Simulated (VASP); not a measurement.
# Se (Pm-3n) in VASP: notebook

Se is run at these levels: RPBE; tasks: single point, relaxation of cell and atoms.

Everything below comes from runs of VASP 6.6.1. Logs are shortened: lines on timing, memory, paths and dates and some standing lists are left out, and cuts for length are marked.

## Step 1: The cell of the first run

The structure is cubic, space group Pm-3n (No. 223). Conventional cell: a = 5.560 Å, b = 5.560 Å, c = 5.560 Å, α = 90.00°, β = 90.00°, γ = 90.00°. Se (site symmetry m-3) has 12 Se at 3.11 Å within 4.1 Å. Within 3.7 Å of Se (site symmetry -4m2) lie 14 Se at 2.78 to 3.40 Å.

## Step 2: Single point, RPBE

Input file INCAR:

```
ALGO = Normal ; EDIFF = 1E-7
ENCUT = 520 ; GGA = RP
ISIF = 2 ; ISMEAR = -1
LASPH = True ; LCHARG = False
LREAL = False ; LWAVE = False
NBANDS = 34 ; NELM = 80
PREC = Accurate ; SIGMA = 0.1
```

Input file KPOINTS:

```
k-points
0
Gamma
  5 5 5
```

Input file POSCAR:

```
Se
1.0
    5.5599758688      0.0000000000      0.0000000000
    0.0000000000      5.5599758688      0.0000000000
    0.0000000000      0.0000000000      5.5599758688
Se
8
Direct
    0.0000000000      1.0000000000      0.0000000000
    0.5000000000      0.5000000000      0.5000000000
    0.2500000000      1.0000000000      0.5000000000
    0.7500000000      1.0000000000      0.5000000000
    0.5000000000      0.2500000000      0.0000000000
    0.5000000000      0.7500000000      1.0000000000
    1.0000000000      0.5000000000      0.2500000000
    1.0000000000      0.5000000000      0.7500000000
```

Potentials or basis: VASP PAW PBE potentials, release 64 (Se).

Launch:

```
> cat potpaw_PBE.64/Se/POTCAR > POTCAR
> mpirun -np 1 vasp_std > vasp.out
```

OUTCAR:

```text
EDIFF = 1E-7
   ENCUT = 520
   GGA = RP
   ISIF = 2
   ISMEAR = -1
   LASPH = True
   LREAL = False
   NELM = 80
   PREC = Accurate

 ion  position               nearest neighbor table
   1  0.000  0.000  0.000-
   2  0.500  0.500  0.500-
   3  0.250  0.000  0.500-   4 2.78   4 2.78
   4  0.750  0.000  0.500-   3 2.78   3 2.78
   5  0.500  0.250  0.000-   6 2.78   6 2.78
   6  0.500  0.750  0.000-   5 2.78   5 2.78
   7  0.000  0.500  0.250-   8 2.78   8 2.78
   8  0.000  0.500  0.750-   7 2.78   7 2.78

  LATTYP: Found a simple cubic cell.
 ALAT       =     5.5599758688

  Lattice vectors:

 A1 = (   5.5599758688,   0.0000000000,   0.0000000000)
 A2 = (   0.0000000000,   5.5599758688,   0.0000000000)
 A3 = (   0.0000000000,   0.0000000000,   5.5599758688)

Analysis of symmetry for initial positions (statically):
=====================================================================
 Subroutine PRICEL returns:
 Original cell was already a primitive cell.

 Routine SETGRP: Setting up the symmetry group for a
 simple cubic supercell.

 Subroutine GETGRP returns: Found 48 space group operations
 (whereof 24 operations were pure point group operations)
 out of a pool of 48 trial point group operations.

The static configuration has the point symmetry T_h .
 The point group associated with its full space group is O_h .

Analysis of symmetry for dynamics (positions and initial velocities):
=====================================================================
 Subroutine PRICEL returns:
 Original cell was already a primitive cell.

 Routine SETGRP: Setting up the symmetry group for a
 simple cubic supercell.

 Subroutine GETGRP returns: Found 48 space group operations
 (whereof 24 operations were pure point group operations)
 out of a pool of 48 trial point group operations.

The dynamic configuration has the point symmetry T_h .
 The point group associated with its full space group is O_h .

 Subroutine INISYM returns: Found 48 space group operations
 (whereof 24 operations are pure point group operations),
 and found     1 'primitive' translations

----------------------------------------------------------------------------------------

                                     Primitive cell

  volume of cell :     171.8774

  direct lattice vectors                    reciprocal lattice vectors
     5.559975869  0.000000000  0.000000000     0.179856896  0.000000000  0.000000000
     0.000000000  5.559975869  0.000000000     0.000000000  0.179856896  0.000000000
     0.000000000  0.000000000  5.559975869     0.000000000  0.000000000  0.179856896

  length of vectors
     5.559975869  5.559975869  5.559975869     0.179856896  0.179856896  0.179856896

  position of ions in fractional coordinates (direct lattice)
     0.000000000  0.000000000  0.000000000
     0.500000000  0.500000000  0.500000000
     0.250000000  0.000000000  0.500000000
     0.750000000  0.000000000  0.500000000
     0.500000000  0.250000000  0.000000000
     0.500000000  0.750000000  0.000000000
     0.000000000  0.500000000  0.250000000
     0.000000000  0.500000000  0.750000000

  ion indices of the primitive-cell ions
   primitive index   ion index
                 1           1
                 2           2
                 3           3
                 4           4
                 5           5
                 6           6
                 7           7
                 8           8

----------------------------------------------------------------------------------------

 KPOINTS: k-points

Automatic generation of k-mesh.
 Grid dimensions read from file:
 generate k-points for:    5    5    5

 Generating k-lattice:

  Cartesian coordinates                     Fractional coordinates (reciprocal lattice)
     0.035971379  0.000000000  0.000000000     0.200000000  0.000000000  0.000000000
     0.000000000  0.035971379  0.000000000     0.000000000  0.200000000  0.000000000
     0.000000000  0.000000000  0.035971379     0.000000000  0.000000000  0.200000000

  Length of vectors
     0.035971379  0.035971379  0.035971379

  Shift w.r.t. Gamma in fractional coordinates (k-lattice)
     0.000000000  0.000000000  0.000000000

 Subroutine IBZKPT returns following result:
 ===========================================

 Found     10 irreducible k-points:

 Following reciprocal coordinates:
            Coordinates               Weight
  0.000000  0.000000  0.000000      1.000000
  0.200000  0.000000  0.000000      6.000000
  0.400000  0.000000  0.000000      6.000000
  0.200000  0.200000  0.000000     12.000000
  0.400000  0.200000  0.000000     24.000000
  0.400000  0.400000  0.000000     12.000000
  0.200000  0.200000  0.200000      8.000000
  0.400000  0.200000  0.200000     24.000000
  0.400000  0.400000  0.200000     24.000000
  0.400000  0.400000  0.400000      8.000000
   k-points           NKPTS =     10   k-points in BZ     NKDIM =     10   number of bands    NBANDS=     34
   number of dos      NEDOS =    301   number of ions     NIONS =      8
   total plane-waves  NPLWV =  74088
   dimension x,y,z NGX =    42 NGY =   42 NGZ =   42
   dimension x,y,z NGXF=    84 NGYF=   84 NGZF=   84
   ions per type =               8
   NGX,Y,Z   is equivalent  to a cutoff of  12.56, 12.56, 12.56 a.u.
   NGXF,Y,Z  is equivalent  to a cutoff of  25.12, 25.12, 25.12 a.u.
 SYSTEM =  unknown system
   PREC   = accura    normal or accurate (medium, high low for compatibility)
   ISTART =      0    job   : 0-new  1-cont  2-samecut
   ICHARG =      2    charge: 1-file 2-atom 10-const
   ISPIN  =      1    spin polarized calculation?
   LNONCOLLINEAR =      F non collinear calculations
   LSORBIT =      F    spin-orbit coupling
   LASPH  =      T    aspherical Exc in radial PAW
   ENCUT  =  520.0 eV  38.22 Ry    6.18 a.u.  10.34 10.34 10.34*2*pi/ulx,y,z
   NELM   =     80;   NELMIN=  2; NELMDL= -5     # of ELM steps
   EDIFF  = 0.1E-06   stopping-criterion for ELM
   LREAL  =      F    real-space projection
   EDIFFG = 0.1E-05   stopping-criterion for IOM
   NSW    =      0    number of steps for IOM
   IBRION =     -1    ionic relax: 0-MD 1-quasi-New 2-CG
   NFREE  =      0    steps in history (QN), initial steepest desc. (CG)
   ISIF   =      2    stress and relaxation
   ISYM   =      2    0-nonsym 1-usesym 2-fastsym
   POTIM  = 0.5000    time-step for ionic-motion
   TEBEG  =    0.0;   TEEND  =   0.0 temperature during run
   PSTRESS=    0.0 pullay stress
   NELECT =      48.0000    total number of electrons
   NUPDOWN=      -1.0000    fix difference up-down
   EMIN   =  10.00;   EMAX   =-10.00  energy-range for DOS
   EFERMI =   0.00;   METHOD = LEGACY
   ISMEAR =    -1;   SIGMA  =   0.10  broadening in eV -4-tet -1-fermi 0-gaus
   EFERMI_NEDOS =   21; number of points for ismear=-14 and -15
   IALGO  =     38    algorithm
   IMIX   =      4    mixing-type and parameters
     AMIX     =   0.40;   BMIX     =  1.00
     AMIX_MAG =   1.60;   BMIX_MAG =  1.00
  volume/ion in A,a.u.               =      21.48       144.99
  Fermi-wavevector in a.u.,A,eV,Ry     =   1.070079  2.022155 15.579598  1.145068
  Thomas-Fermi vector in A             =   2.205778
   LORBIT       =      0    0 simple, 1 ext, 2 COOP (PROOUT), +10 PAW based schemes
   GGA     = RP    functional components
   LHFCALC =     F    Hartree Fock is set to
   AEXX    =    0.0000 exact exchange contribution
   IVDW    =     0    specifies the selected vdW correction
   LEPSILON=     F    determine dielectric tensor
   LRPA    =     F    only Hartree local field effects (RPA)
 non-spin polarized calculation
  energy-cutoff  :      520.00
  volume of cell :      171.88
 maximum number of plane-waves:      4656
 NGX is ok and might be reduce to    42
   NGX = 21   NGY = 21   NGZ = 21

 number of electron      47.9999978 magnetization

 Free energy of the ion-electron system (eV)
  ---------------------------------------------------
  ext. energy  EPLUGINS =         0.00000000
  ---------------------------------------------------
  free energy    TOTEN  =       -18.75055260 eV

  energy without entropy =      -18.42927855  energy(sigma->0) =      -18.58991558

 E-fermi :   4.8074     XC(G=0): -10.2696

 val. band max:        4.7815731572   @ k =   0.4000   0.0000   0.0000
 cond. band min:       4.8526977052   @ k =   0.4000   0.2000   0.0000
 fundamental gap:      0.0711245480
 Fermi energy:         4.8073713140

 k-point     1 :       0.0000    0.0000    0.0000
  band No.  band energies     occupation
      1     -10.7805      2.00000
      2      -8.3779      2.00000
      3      -8.3779      2.00000
      4      -8.2381      2.00000
      5      -6.7763      2.00000
      6      -6.6688      2.00000
[... 26 lines left out ...]
     33      12.0512      0.00000
     34      13.0228      0.00000

 k-point     2 :       0.2000    0.0000    0.0000
  band No.  band energies     occupation
      1     -10.6271      2.00000
      2      -8.7355      2.00000
      3      -8.2619      2.00000
      4      -8.1922      2.00000
      5      -6.9112      2.00000
      6      -6.7578      2.00000
[... 26 lines left out ...]
     33      11.9276      0.00000
     34      12.5201      0.00000

 k-point     3 :       0.4000    0.0000    0.0000
  band No.  band energies     occupation
      1     -10.1808      2.00000
      2      -9.4963      2.00000
      3      -7.9935      2.00000
      4      -7.9797      2.00000
      5      -7.1772      2.00000
      6      -7.0887      2.00000
[... 26 lines left out ...]
     33      11.5855      0.00000
     34      12.4182      0.00000
[... 186 lines left out ...]
 k-point     9 :       0.4000    0.4000    0.2000
  band No.  band energies     occupation
      1      -9.4596      2.00000
      2      -8.8524      2.00000
      3      -8.7916      2.00000
      4      -8.1727      2.00000
      5      -7.8275      2.00000
      6      -7.3605      2.00000
[... 26 lines left out ...]
     33      11.5572      0.00000
     34      12.0999      0.00000

 k-point    10 :       0.4000    0.4000    0.4000
  band No.  band energies     occupation
      1      -9.0463      2.00000
      2      -8.5272      2.00000
      3      -8.3867      2.00000
      4      -8.3867      2.00000
      5      -7.9757      2.00000
      6      -7.7674      2.00000
[... 26 lines left out ...]
     33      12.4764      0.00000
     34      12.4765      0.00000

------------------------ aborting loop because EDIFF is reached ----------------------------------------

  FORCE on cell =-STRESS in cart. coord.  units (eV):
  Direction    XX          YY          ZZ          XY          YZ          ZX
  --------------------------------------------------------------------------------------
  -------------------------------------------------------------------------------------
  Total       -0.0359083     -0.0359083     -0.0359083     -0.0000000      0.0000000      0.0000000
  in kB       -0.3347241     -0.3347241     -0.3347241     -0.0000000      0.0000000      0.0000000
  external PRESSURE =      -0.3347241 kB  Pullay stress =       0.0000000 kB

 VOLUME and BASIS-vectors are now :
 -----------------------------------------------------------------------------
  energy-cutoff  :      520.00
  volume of cell :      171.88
      direct lattice vectors                 reciprocal lattice vectors
     5.559975869  0.000000000  0.000000000     0.179856896  0.000000000  0.000000000
     0.000000000  5.559975869  0.000000000     0.000000000  0.179856896  0.000000000
     0.000000000  0.000000000  5.559975869     0.000000000  0.000000000  0.179856896

 POSITION                                       TOTAL-FORCE (eV/Angst)
 -----------------------------------------------------------------------------------
      0.00000      0.00000      0.00000         0.000000     -0.000000      0.000000
      2.77999      2.77999      2.77999         0.000000     -0.000000      0.000000
      1.38999      0.00000      2.77999        -0.000000      0.000000      0.000000
      4.16998      0.00000      2.77999         0.000000      0.000000     -0.000000
      2.77999      1.38999      0.00000        -0.000000     -0.000000     -0.000000
      2.77999      4.16998      0.00000         0.000000      0.000000      0.000000
      0.00000      2.77999      1.38999         0.000000      0.000000      0.000000
      0.00000      2.77999      4.16998         0.000000     -0.000000     -0.000000
 -----------------------------------------------------------------------------------
    total drift:                                0.000000     -0.000000     -0.000000

  FREE ENERGIE OF THE ION-ELECTRON SYSTEM (eV)
  ---------------------------------------------------
  free  energy   TOTEN  =       -18.7505526015 eV

  energy  without entropy=      -18.4292785521  energy(sigma->0) =      -18.58991558
```

Wall time 82 s (1 thread of Intel Xeon Platinum 8259CL at 2.50GHz (Skylake/Cascade Lake), shared host); peak memory 0.25 GiB.

Results:

```
Free energy            : -18.7506 eV
Pressure               : 0.0 GPa
Band gap on the k mesh : zero (band 24 reaches 5.09 eV, above the bottom of band 25 at 4.63 eV)
```

Caveat: the PAW data sets were made with another functional, which shifts forces and pressure a little.

## Step 3: Single point, RPBE

Input file INCAR:

```
PREC = Accurate
ENCUT = 520
EDIFF = 1E-6
ISMEAR = -1
SIGMA = 0.1
LREAL = F
LASPH = T
NELM = 80
ALGO = Normal
ISIF = 2
LWAVE = F
LCHARG = T
GGA = RP
LELF = T
LVHAR = T
NBANDS = 34
```

Input file KPOINTS:

```
regular mesh
0
Gamma
  6 6 6
```

POSCAR is that of step 2.

Potentials or basis: VASP PAW PBE potentials, release 64 (Se).

Launch:

```
> cat potpaw_PBE.64/Se/POTCAR > POTCAR
> mpirun -np 1 vasp_std > vasp.out
```

Wall time 2.1 min (1 thread of Intel Xeon Platinum 8259CL at 2.50GHz (Skylake/Cascade Lake), shared host); peak memory 0.28 GiB.

Results (log left out):

- Free energy: -18.8233 eV
- Pressure: -0.1 GPa
- Band gap on the k mesh: zero (band 24 reaches 5.35 eV, above the bottom of band 25 at 4.08 eV)

Levels at points of the mesh, in eV from the Fermi level:
| k point | band 20 | band 21 | band 22 | band 23 | band 24 | band 25 | band 26 | band 27 | band 28 | band 29 |
| --- | --- | --- | --- | --- | --- | --- | --- | --- | --- | --- |
| (0.00, 0.00, 0.00) | -2.09 | -0.21 | -0.21 | -0.21 | 0.13 | 0.13 | 0.13 | 1.43 | 1.43 | 1.43 |
| (0.50, 0.00, 0.00) | -1.31 | -1.19 | -1.19 | -0.52 | -0.52 | 0.15 | 0.15 | 1.35 | 1.35 | 1.68 |
| (0.50, 0.50, 0.00) | -1.31 | -1.20 | -0.59 | -0.27 | -0.27 | 0.28 | 0.28 | 0.40 | 0.42 | 0.59 |
| (0.50, 0.50, 0.50) | -0.92 | -0.92 | -0.92 | -0.76 | -0.76 | -0.76 | -0.76 | -0.31 | -0.31 | -0.31 |

Caveat: the PAW data sets were made with another functional, which shifts forces and pressure a little.

[end of part 1 of 2]
